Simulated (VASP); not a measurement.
# Cs9Pb8Cl24 (a cell with a defect) in VASP: single point with PBEsol

Aim: the single point of Cs9Pb8Cl24 (a cell with a defect) with PBEsol.

Program: VASP 6.6.1. These are calculated values, not measurements. Logs are shortened: lines on timing, memory, paths and dates and some standing lists are left out, and cuts for length are marked.

## 1. The cell of the first run

The cell holds a defect, 41 atoms: a = 11.234 Å, b = 11.234 Å, c = 11.234 Å, α = 90.00°, β = 90.00°, γ = 90.00°.

## 2. Single point, PBEsol

INCAR

```
ALGO = Normal ; EDIFF = 1E-6
ENCUT = 400 ; GGA = PS
GGA_COMPAT = F ; ISIF = 2
ISMEAR = -1 ; ISYM = -1
LASPH = T ; LCHARG = T
LELF = T ; LREAL = Auto
LVHAR = T ; LWAVE = F
NBANDS = 206 ; NELECT = 360.0
NELM = 120 ; PREC = Accurate
SIGMA = 0.05
```

KPOINTS

```
explicit points
1
Reciprocal
  0.25000000   0.25000000   0.25000000 1
```

POSCAR

```
Cs9Pb8Cl24
1.0
   11.2343380000      0.0000000000      0.0000000000
    0.0000000000     11.2343380000      0.0000000000
    0.0000000000      0.0000000000     11.2343380000
Cs Pb Cl
9 8 24
Direct
    0.0589940000      0.9906790000      0.9999330000
    0.9918780000      0.9919880000      0.4992560000
    0.9931020000      0.4616610000      0.0002030000
    0.9952050000      0.5048870000      0.5005640000
    0.5043850000      0.9992450000      0.0004480000
    0.4906530000      0.0280360000      0.5001900000
    0.4967780000      0.5050890000      0.9981060000
    0.6486720000      0.4967490000      0.5003730000
    0.3438400000      0.4958630000      0.4998450000
    0.2452400000      0.2454850000      0.2485080000
    0.2454950000      0.2456140000      0.7520430000
    0.2474920000      0.7484560000      0.2485230000
    0.2476200000      0.7486610000      0.7514100000
    0.7474360000      0.2432660000      0.2475050000
    0.7476930000      0.2432770000      0.7530470000
    0.7476370000      0.7509670000      0.2466720000
    0.7477430000      0.7512760000      0.7535500000
    0.2860080000      0.2503940000      0.0001300000
    0.1974630000      0.2354490000      0.5002900000
    0.2871770000      0.7529930000      0.9999220000
    0.2004410000      0.7553080000      0.5000850000
    0.7004200000      0.2582110000      0.0003030000
    0.7995690000      0.2414740000      0.5001350000
    0.7002210000      0.7469610000      0.9999760000
    0.7953360000      0.7512650000      0.4998750000
    0.9975660000      0.2081480000      0.2094800000
    0.9973120000      0.2087140000      0.7906620000
    0.9976950000      0.7917300000      0.2247410000
    0.9974820000      0.7920620000      0.7747630000
    0.4968700000      0.2941960000      0.3044610000
    0.4968210000      0.2946060000      0.6964530000
    0.4967960000      0.6860000000      0.2913370000
    0.4967360000      0.6860140000      0.7081620000
    0.2906710000      0.9978050000      0.2459430000
    0.2908050000      0.9980090000      0.7549050000
    0.1911750000      0.4972620000      0.2444540000
    0.1920620000      0.4975170000      0.7560350000
    0.6943810000      0.9979160000      0.2590640000
    0.6940610000      0.9980700000      0.7415310000
    0.7997230000      0.4970080000      0.2447590000
    0.7990780000      0.4972170000      0.7561820000
```

Potentials or basis: VASP PAW PBE potentials, release 64 (Cs_sv, Pb_d, Cl).

Run with:

```sh
cat potpaw_PBE.64/Cs_sv/POTCAR potpaw_PBE.64/Pb_d/POTCAR potpaw_PBE.64/Cl/POTCAR > POTCAR
mpirun -np 1 vasp_std > vasp.out
```

OUTCAR:

```text
EDIFF = 1E-6
   ENCUT = 400
   GGA = PS
   ISIF = 2
   ISMEAR = -1
   ISYM = -1
   LASPH = T
   LREAL = Auto
   NELECT = 360.0
   NELM = 120
   PREC = Accurate

 ion  position               nearest neighbor table
   1  0.059  0.991  1.000-
   2  0.992  0.992  0.499-
   3  0.993  0.462  0.000-
   4  0.995  0.505  0.501-
   5  0.504  0.999  0.000-
   6  0.491  0.028  0.500-
   7  0.497  0.505  0.998-
   8  0.649  0.497  0.500-
   9  0.344  0.496  0.500-
  10  0.245  0.245  0.249-  18 2.83  34 2.83  26 2.85  19 2.88  36 2.89  30 2.95
  11  0.245  0.246  0.752-  18 2.82  35 2.83  27 2.85  19 2.88  37 2.89  31 2.94
  12  0.247  0.748  0.249-  20 2.83  34 2.84  28 2.86  21 2.88  36 2.89  32 2.93
  13  0.248  0.749  0.751-  20 2.83  35 2.84  29 2.86  21 2.87  37 2.89  33 2.93
  14  0.747  0.243  0.248-  38 2.82  22 2.83  26 2.87  23 2.90  40 2.91  30 2.94
  15  0.748  0.243  0.753-  39 2.82  22 2.83  27 2.86  23 2.90  41 2.91  31 2.95
  16  0.748  0.751  0.247-  24 2.82  38 2.84  28 2.86  25 2.89  40 2.91  32 2.95
  17  0.748  0.751  0.754-  24 2.82  39 2.84  29 2.85  25 2.90  41 2.91  33 2.96
  18  0.286  0.250  0.000-  11 2.82  10 2.83
  19  0.197  0.235  0.500-  10 2.88  11 2.88
  20  0.287  0.753  1.000-  13 2.83  12 2.83
  21  0.200  0.755  0.500-  13 2.87  12 2.88
  22  0.700  0.258  0.000-  14 2.83  15 2.83
  23  0.800  0.241  0.500-  14 2.90  15 2.90
[... 16 lines left out ...]
  40  0.800  0.497  0.245-  14 2.91  16 2.91
  41  0.799  0.497  0.756-  15 2.91  17 2.91

IMPORTANT INFORMATION: All symmetrisations will be switched off!
NOSYMM: (Re-)initialisation of all symmetry stuff for point group C_1.

----------------------------------------------------------------------------------------

                                     Primitive cell

  volume of cell :    1417.8897

  direct lattice vectors                    reciprocal lattice vectors
    11.234338000  0.000000000  0.000000000     0.089012811  0.000000000  0.000000000
     0.000000000 11.234338000  0.000000000     0.000000000  0.089012811  0.000000000
     0.000000000  0.000000000 11.234338000     0.000000000  0.000000000  0.089012811

  length of vectors
    11.234338000 11.234338000 11.234338000     0.089012811  0.089012811  0.089012811

  position of ions in fractional coordinates (direct lattice)
     0.058994000  0.990679000  0.999933000
     0.991878000  0.991988000  0.499256000
     0.993102000  0.461661000  0.000203000
     0.995205000  0.504887000  0.500564000
     0.504385000  0.999245000  0.000448000
     0.490653000  0.028036000  0.500190000
[... 33 lines left out ...]
     0.799723000  0.497008000  0.244759000
     0.799078000  0.497217000  0.756182000

  ion indices of the primitive-cell ions
   primitive index   ion index
                 1           1
                 2           2
                 3           3
                 4           4
                 5           5
                 6           6
[... 33 lines left out ...]
                40          40
                41          41

----------------------------------------------------------------------------------------

 KPOINTS: explicit points

Read explicit list of k-points.

 Found      1 k-points:

 Following reciprocal coordinates:
            Coordinates               Weight
  0.250000  0.250000  0.250000      1.000000
   k-points           NKPTS =      1   k-points in BZ     NKDIM =      1   number of bands    NBANDS=    206
   number of dos      NEDOS =    301   number of ions     NIONS =     41
   total plane-waves  NPLWV = 512000
   dimension x,y,z NGX =    80 NGY =   80 NGZ =   80
   dimension x,y,z NGXF=   160 NGYF=  160 NGZF=  160
   ions per type =               9   8  24
   NGX,Y,Z   is equivalent  to a cutoff of  11.84, 11.84, 11.84 a.u.
   NGXF,Y,Z  is equivalent  to a cutoff of  23.68, 23.68, 23.68 a.u.
 SYSTEM =  unknown system
   PREC   = accura    normal or accurate (medium, high low for compatibility)
   ISTART =      0    job   : 0-new  1-cont  2-samecut
   ICHARG =      2    charge: 1-file 2-atom 10-const
   ISPIN  =      1    spin polarized calculation?
   LNONCOLLINEAR =      F non collinear calculations
   LSORBIT =      F    spin-orbit coupling
   LASPH  =      T    aspherical Exc in radial PAW
   ENCUT  =  400.0 eV  29.40 Ry    5.42 a.u.  18.32 18.32 18.32*2*pi/ulx,y,z
   NELM   =    120;   NELMIN=  2; NELMDL= -5     # of ELM steps
   EDIFF  = 0.1E-05   stopping-criterion for ELM
   LREAL  =      T    real-space projection
   EDIFFG = 0.1E-04   stopping-criterion for IOM
   NSW    =      0    number of steps for IOM
   IBRION =     -1    ionic relax: 0-MD 1-quasi-New 2-CG
   NFREE  =      0    steps in history (QN), initial steepest desc. (CG)
   ISIF   =      2    stress and relaxation
   ISYM   =     -1    0-nonsym 1-usesym 2-fastsym
   POTIM  = 0.5000    time-step for ionic-motion
   TEBEG  =    0.0;   TEEND  =   0.0 temperature during run
   PSTRESS=    0.0 pullay stress
   NELECT =     360.0000    total number of electrons
   NUPDOWN=      -1.0000    fix difference up-down
   EMIN   =  10.00;   EMAX   =-10.00  energy-range for DOS
   EFERMI =   0.00;   METHOD = LEGACY
   ISMEAR =    -1;   SIGMA  =   0.05  broadening in eV -4-tet -1-fermi 0-gaus
   EFERMI_NEDOS =   21; number of points for ismear=-14 and -15
   IALGO  =     38    algorithm
   IMIX   =      4    mixing-type and parameters
     AMIX     =   0.40;   BMIX     =  1.00
     AMIX_MAG =   1.60;   BMIX_MAG =  1.00
  volume/ion in A,a.u.               =      34.58       233.38
  Fermi-wavevector in a.u.,A,eV,Ry     =   1.036641  1.958967 14.621141  1.074624
  Thomas-Fermi vector in A             =   2.171041
   LORBIT       =      0    0 simple, 1 ext, 2 COOP (PROOUT), +10 PAW based schemes
   GGA     = PS    functional components
   LHFCALC =     F    Hartree Fock is set to
   AEXX    =    0.0000 exact exchange contribution
   IVDW    =     0    specifies the selected vdW correction
   LEPSILON=     F    determine dielectric tensor
   LRPA    =     F    only Hartree local field effects (RPA)
 non-spin polarized calculation
  energy-cutoff  :      400.00
  volume of cell :     1417.89
 maximum number of plane-waves:     25731
 NGX is ok and might be reduce to    80
   NGX = 37   NGY = 37   NGZ = 37

 number of electron     359.9999990 magnetization

 Free energy of the ion-electron system (eV)
  ---------------------------------------------------
  ext. energy  EPLUGINS =         0.00000000
  ---------------------------------------------------
  free energy    TOTEN  =      -152.65300229 eV

  energy without entropy =     -152.65300229  energy(sigma->0) =     -152.65300229

 E-fermi :   1.7297     XC(G=0):  -8.1129

 val. band max:        0.5363067177   @ k =   0.2500   0.2500   0.2500
 cond. band min:       3.9051726644   @ k =   0.2500   0.2500   0.2500
 fundamental gap:      3.3688659467
 Fermi energy:         1.7296962961

 k-point     1 :       0.2500    0.2500    0.2500
  band No.  band energies     occupation
      1     -19.4747      2.00000
      2     -19.3979      2.00000
      3     -19.2563      2.00000
      4     -19.2242      2.00000
      5     -19.2153      2.00000
      6     -19.1386      2.00000
[... 184 lines left out ...]
    191       4.5600      0.00000
    192       4.6946      0.00000
 [bands above 192 left out]

------------------------ aborting loop because EDIFF is reached ----------------------------------------

  FORCE on cell =-STRESS in cart. coord.  units (eV):
  Direction    XX          YY          ZZ          XY          YZ          ZX
  --------------------------------------------------------------------------------------
  -------------------------------------------------------------------------------------
  Total      -10.7137519     -9.8105902     -8.9237040     -0.1590658     -0.1118995     -0.0757599
  in kB      -12.1062520    -11.0857035    -10.0835460     -0.1797401     -0.1264434     -0.0856066
  external PRESSURE =     -11.0918338 kB  Pullay stress =       0.0000000 kB

 VOLUME and BASIS-vectors are now :
 -----------------------------------------------------------------------------
  energy-cutoff  :      400.00
  volume of cell :     1417.89
      direct lattice vectors                 reciprocal lattice vectors
    11.234338000  0.000000000  0.000000000     0.089012811  0.000000000  0.000000000
     0.000000000 11.234338000  0.000000000     0.000000000  0.089012811  0.000000000
     0.000000000  0.000000000 11.234338000     0.000000000  0.000000000  0.089012811

 POSITION                                       TOTAL-FORCE (eV/Angst)
 -----------------------------------------------------------------------------------
      0.66276     11.12962     11.23359         0.006690      0.004661      0.000403
     11.14309     11.14433      5.60881         0.005924      0.002432     -0.000182
     11.15684      5.18646      0.00228        -0.002119      0.006308      0.000415
     11.18047      5.67207      5.62351         0.003487     -0.007501     -0.000953
      5.66643     11.22586      0.00503        -0.005923      0.001676     -0.000303
      5.51216      0.31497      5.61930        -0.000709      0.002461     -0.000008
[... 33 lines left out ...]
      8.98436      5.58356      2.74971        -0.001327      0.000595     -0.001883
      8.97711      5.58590      8.49520         0.000161     -0.001677      0.005287
 -----------------------------------------------------------------------------------
    total drift:                                0.005293     -0.000434     -0.000160

  FREE ENERGIE OF THE ION-ELECTRON SYSTEM (eV)
  ---------------------------------------------------
  free  energy   TOTEN  =      -152.6530022939 eV

  energy  without entropy=     -152.6530022938  energy(sigma->0) =     -152.65300229
```

It took 9.6 min on 1 thread of Intel Xeon Platinum 8259CL at 2.50GHz (Skylake/Cascade Lake), shared host; peak memory 1 GiB.

What came out:

```
Free energy   : -152.6530 eV
Largest force : 0.015 eV/Å
```

Forces in eV/Å, atoms in the order of the input:
```
Cs   0.007  0.005  0.000
Cs   0.006  0.002  0.000
Cs  -0.002  0.006  0.000
Cs   0.003 -0.008 -0.001
Cs  -0.006  0.002  0.000
Cs  -0.001  0.002  0.000
Cs  -0.001  0.000  0.001
Cs  -0.005 -0.006 -0.002
Cs  -0.004 -0.007 -0.002
Pb  -0.001 -0.003  0.004
Pb  -0.002 -0.007 -0.010
Pb  -0.003 -0.001  0.001
Pb  -0.003  0.003 -0.002
Pb   0.012  0.009  0.003
Pb   0.011  0.006 -0.004
Pb   0.005 -0.006  0.007
Pb   0.006 -0.001 -0.010
Cl   0.001 -0.001  0.002
Cl  -0.004  0.002  0.002
Cl   0.001  0.001  0.001
Cl   0.001  0.002  0.000
Cl  -0.009 -0.004 -0.001
Cl  -0.002 -0.005  0.001
Cl  -0.005  0.001  0.000
Cl  -0.002  0.012  0.001
Cl   0.001  0.000  0.001
Cl   0.001  0.001  0.000
Cl  -0.002 -0.002  0.001
Cl  -0.002 -0.002  0.000
Cl  -0.003 -0.004 -0.002
Cl  -0.002 -0.003  0.003
Cl   0.003  0.002 -0.001
Cl   0.004  0.002  0.003
Cl  -0.003  0.004 -0.005
Cl  -0.002  0.003  0.004
Cl   0.004  0.001 -0.001
Cl   0.001  0.000  0.004
Cl   0.000 -0.004 -0.002
Cl   0.000 -0.004  0.002
Cl  -0.001  0.001 -0.002
Cl   0.000 -0.002  0.005
```

Levels at points of the mesh, in eV from the Fermi level:
```
           k point  band 176  band 177  band 178  band 179  band 180  band 181  band 182  band 183  band 184  band 185
(0.25, 0.25, 0.25)     -1.94     -1.61     -1.59     -1.56     -1.19      2.18      2.33      2.42      2.52      2.58
```

Caveat: the cell carries a net charge on a neutralising background, which shifts energy and pressure; the cell is charged against a uniform background, so pressure and absolute levels hang on convention; the PAW data sets were made with another functional, which shifts forces and pressure a little; spin-orbit coupling is left out, which moves the levels of the heavy elements.
